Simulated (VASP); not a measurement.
# SiC (gw) (Imm2) in VASP: single point with PBEsol

Aim: the single point of SiC (gw) with PBEsol.

Everything below comes from runs of VASP 6.6.1. Logs are shortened: lines on timing, memory, paths and dates and some standing lists are left out, and cuts for length are marked.

### 1 The cell of the first run

Symmetry: Imm2, No. 44, orthorhombic system. Conventional cell: a = 3.083 Å, b = 3.112 Å, c = 4.340 Å, α = 90.00°, β = 90.00°, γ = 90.00°. Within 2.5 Å of Si (site symmetry mm2) lie 4 C at 1.89 Å. C (site symmetry mm2) has 4 Si at 1.89 Å within 2.5 Å.

### 2 Single point, PBEsol

Input file INCAR:

```
ALGO = Normal
EDIFF = 1E-6
ENCUT = 600
GGA = PS
GGA_COMPAT = F
ISIF = 2
ISMEAR = 0
LASPH = T
LCHARG = T
LELF = T
LREAL = F
LVHAR = T
LWAVE = F
NBANDS = 11
NELM = 120
PREC = Accurate
SIGMA = 0.01
```

Input file KPOINTS:

```
k-points
0
Gamma
  6 6 6
```

Input file POSCAR:

```
SiC
1.0
    0.0102279386      2.1900142728      2.1702434409
    2.1900142728      0.0102279386      2.1702434409
    2.2002422113      2.2002422113     -0.0000000001
Si C
1 1
Direct
    0.0004669403      0.0004669403     -0.0004669403
    0.2495330597      0.2495330597      0.2504669403
```

Potentials or basis: VASP PAW PBE potentials, release 64 (Si, C).

Launch:

```console
$ cat potpaw_PBE.64/Si/POTCAR potpaw_PBE.64/C/POTCAR > POTCAR
$ mpirun -np 1 vasp_std > vasp.out
```

OUTCAR:

```text
EDIFF = 1E-6
   ENCUT = 600
   GGA = PS
   ISIF = 2
   ISMEAR = 0
   LASPH = T
   LREAL = F
   NELM = 120
   PREC = Accurate

 ion  position               nearest neighbor table
   1  0.000  0.000  1.000-   2 1.89   2 1.89   2 1.89   2 1.89
   2  0.250  0.250  0.250-   1 1.89   1 1.89   1 1.89   1 1.89

  LATTYP: Found a body centered orthorhombic cell.
 ALAT       =     3.0826833969
 B/A-ratio  =     1.0093843496
 C/A-ratio  =     1.4080222725

  Lattice vectors:

 A1 = (   2.1900142727,   0.0102279385,  -2.1702434410)
 A2 = (  -2.1900142728,  -0.0102279386,  -2.1702434409)
 A3 = (   0.0102279386,   2.1900142728,   2.1702434409)

Analysis of symmetry for initial positions (statically):
=====================================================================
 Subroutine PRICEL returns:
 Original cell was already a primitive cell.

 Routine SETGRP: Setting up the symmetry group for a
 body centered orthorhombic supercell.

 Subroutine GETGRP returns: Found  4 space group operations
 (whereof  4 operations were pure point group operations)
 out of a pool of  8 trial point group operations.

The static configuration has the point symmetry C_2v.

Analysis of symmetry for dynamics (positions and initial velocities):
=====================================================================
 Subroutine PRICEL returns:
 Original cell was already a primitive cell.

 Routine SETGRP: Setting up the symmetry group for a
 body centered orthorhombic supercell.

 Subroutine GETGRP returns: Found  4 space group operations
 (whereof  4 operations were pure point group operations)
 out of a pool of  8 trial point group operations.

The dynamic configuration has the point symmetry C_2v.

 Subroutine INISYM returns: Found  4 space group operations
 (whereof  4 operations are pure point group operations),
 and found     1 'primitive' translations

----------------------------------------------------------------------------------------

                                     Primitive cell

  volume of cell :      20.8172

  direct lattice vectors                    reciprocal lattice vectors
     0.010227939  2.190014273  2.170243441    -0.229380280  0.229380280  0.230388900
     2.190014273  0.010227939  2.170243441     0.229380280 -0.229380280  0.230388900
     2.200242211  2.200242211 -0.000000000     0.227247708  0.227247708 -0.230388900

  length of vectors
     3.083216457  3.083216457  3.111612376     0.397881479  0.397881479  0.395426462

  position of ions in fractional coordinates (direct lattice)
[... 83 lines left out ...]
   IBRION =     -1    ionic relax: 0-MD 1-quasi-New 2-CG
   NFREE  =      0    steps in history (QN), initial steepest desc. (CG)
   ISIF   =      2    stress and relaxation
   ISYM   =      2    0-nonsym 1-usesym 2-fastsym
   POTIM  = 0.5000    time-step for ionic-motion
   TEBEG  =    0.0;   TEEND  =   0.0 temperature during run
   PSTRESS=    0.0 pullay stress
   NELECT =       8.0000    total number of electrons
   NUPDOWN=      -1.0000    fix difference up-down
   EMIN   =  10.00;   EMAX   =-10.00  energy-range for DOS
   EFERMI =   0.00;   METHOD = LEGACY
   ISMEAR =     0;   SIGMA  =   0.01  broadening in eV -4-tet -1-fermi 0-gaus
   EFERMI_NEDOS =   21; number of points for ismear=-14 and -15
   IALGO  =     38    algorithm
   IMIX   =      4    mixing-type and parameters
     AMIX     =   0.40;   BMIX     =  1.00
     AMIX_MAG =   1.60;   BMIX_MAG =  1.00
  volume/ion in A,a.u.               =      10.41        70.24
  Fermi-wavevector in a.u.,A,eV,Ry     =   1.190229  2.249207 19.274627  1.416645
  Thomas-Fermi vector in A             =   2.326318
   LORBIT       =      0    0 simple, 1 ext, 2 COOP (PROOUT), +10 PAW based schemes
   GGA     = PS    functional components
   LHFCALC =     F    Hartree Fock is set to
   AEXX    =    0.0000 exact exchange contribution
   IVDW    =     0    specifies the selected vdW correction
   LEPSILON=     F    determine dielectric tensor
   LRPA    =     F    only Hartree local field effects (RPA)
 non-spin polarized calculation
 Gauss-broadening in eV      SIGMA  =   0.01
  energy-cutoff  :      600.00
  volume of cell :       20.82
 maximum number of plane-waves:       713
 NGX is ok and might be reduce to    28
   NGX = 13   NGY = 13   NGZ = 13

 number of electron       8.0000000 magnetization

 Free energy of the ion-electron system (eV)
  ---------------------------------------------------
  ext. energy  EPLUGINS =         0.00000000
  ---------------------------------------------------
  free energy    TOTEN  =       -15.90220156 eV

  energy without entropy =      -15.90220156  energy(sigma->0) =      -15.90220156

 E-fermi :   8.1020     XC(G=0): -11.4773

 val. band max:        8.0361059571   @ k =   0.0000   0.0000   0.0000
 cond. band min:       9.1701507858   @ k =   0.5000   0.5000  -0.0000
 fundamental gap:      1.1340448287
 Fermi energy:         8.1020090768

 k-point     1 :       0.0000    0.0000    0.0000
  band No.  band energies     occupation
      1      -7.3841      2.00000
      2       7.9320      2.00000
      3       8.0219      2.00000
      4       8.0361      2.00000
      5      14.0910      0.00000
      6      15.1018      0.00000
      7      15.1959      0.00000
      8      15.2979      0.00000
      9      22.2753      0.00000
     10      22.5440      0.00000
     11      24.1599      0.00000
[... 309 lines left out ...]
 k-point    24 :       0.5000    0.5000    0.1667
  band No.  band energies     occupation
      1      -3.0137      2.00000
      2       1.1651      2.00000
      3       3.5754      2.00000
      4       5.2205      2.00000
      5      10.5975      0.00000
      6      13.8885      0.00000
      7      19.9836      0.00000
      8      20.0559      0.00000
      9      22.1219      0.00000
     10      25.9422      0.00000
     11      29.4072      0.00000

 [... further k-points ...]
[... 5 lines left out ...]
  --------------------------------------------------------------------------------------
  -------------------------------------------------------------------------------------
  Total       -0.2565649     -0.2565649      0.0306360     -0.2900272      0.0000000      0.0000000
  in kB      -19.7462684    -19.7462684      2.3578733    -22.3216605      0.0000000      0.0000000
  external PRESSURE =     -12.3782212 kB  Pullay stress =       0.0000000 kB

 VOLUME and BASIS-vectors are now :
 -----------------------------------------------------------------------------
  energy-cutoff  :      600.00
  volume of cell :       20.82
      direct lattice vectors                 reciprocal lattice vectors
     0.010227939  2.190014273  2.170243441    -0.229380280  0.229380280  0.230388900
     2.190014273  0.010227939  2.170243441     0.229380280 -0.229380280  0.230388900
     2.200242211  2.200242211 -0.000000000     0.227247708  0.227247708 -0.230388900

 POSITION                                       TOTAL-FORCE (eV/Angst)
 -----------------------------------------------------------------------------------
      2.20024      2.20024      0.00203        -0.000000     -0.000000     -0.000297
      1.10012      1.10012      1.08309         0.000000      0.000000      0.000297
 -----------------------------------------------------------------------------------
    total drift:                               -0.000000     -0.000000     -0.000023

  FREE ENERGIE OF THE ION-ELECTRON SYSTEM (eV)
  ---------------------------------------------------
  free  energy   TOTEN  =       -15.9022015575 eV

  energy  without entropy=      -15.9022015575  energy(sigma->0) =      -15.90220156
```

OSZICAR:

```text
N       E                     dE             d eps       ncg     rms          rms(c)
DAV:   1     0.464372856659E+01    0.46437E+01   -0.43081E+03  1028   0.697E+02
DAV:   2    -0.169853131147E+02   -0.21629E+02   -0.20310E+02  1245   0.116E+02
DAV:   3    -0.176877953589E+02   -0.70248E+00   -0.70126E+00  1261   0.175E+01
DAV:   4    -0.176904055760E+02   -0.26102E-02   -0.26101E-02  1172   0.135E+00
DAV:   5    -0.176904170910E+02   -0.11515E-04   -0.11515E-04  1245   0.833E-02    0.867E+00
DAV:   6    -0.159814580809E+02    0.17090E+01   -0.60055E+00  1138   0.109E+01    0.388E+00
DAV:   7    -0.159169047390E+02    0.64553E-01   -0.37031E-01  1231   0.342E+00    0.175E+00
DAV:   8    -0.159023645175E+02    0.14540E-01   -0.21145E-02  1156   0.927E-01    0.162E-01
DAV:   9    -0.159021541568E+02    0.21036E-03   -0.17120E-03  1272   0.221E-01    0.110E-01
DAV:  10    -0.159022011129E+02   -0.46956E-04   -0.12406E-04  1162   0.708E-02    0.245E-02
DAV:  11    -0.159022013058E+02   -0.19287E-06   -0.12798E-05  1241   0.194E-02    0.534E-03
DAV:  12    -0.159022015575E+02   -0.25172E-06   -0.71976E-07   701   0.522E-03
   1 F= -.15902202E+02 E0= -.15902202E+02  d E =-.358593E-23
```

stdout:

```text
POSCAR found type information on POSCAR SiC
 POSCAR found :  2 types and       2 ions
 scaLAPACK will be used
 -----------------------------------------------------------------------------
|                                                                             |
|                                                                             |
|     You enforced a specific xc type in the INCAR file but a different       |
|     I HOPE YOU KNOW WHAT YOU ARE DOING!                                     |
|                                                                             |
 -----------------------------------------------------------------------------

 LDA part: xc-table for (Slater+PW92), standard interpolation
 POSCAR, INCAR and KPOINTS ok, starting setup
 FFT: planning ... GRIDC
 FFT: planning ... GRID_SOFT
 FFT: planning ... GRID
 WAVECAR not read
 entering main loop
```

Wall time 13 s (1 thread of Intel Xeon Platinum 8259CL at 2.50GHz (Skylake/Cascade Lake), shared host); peak memory 0.15 GiB.

Results:

```
Free energy            : -15.9022 eV
Pressure               : -1.2 GPa
Band gap on the k mesh : 1.13 eV, indirect (least direct gap 4.36 eV)
```

Stress tensor (GPa, compression positive):
```
-1.97 -2.23  0.00
-2.23 -1.97  0.00
 0.00  0.00  0.24
```

Caveat: the PAW data sets were made with another functional, which shifts forces and pressure a little.
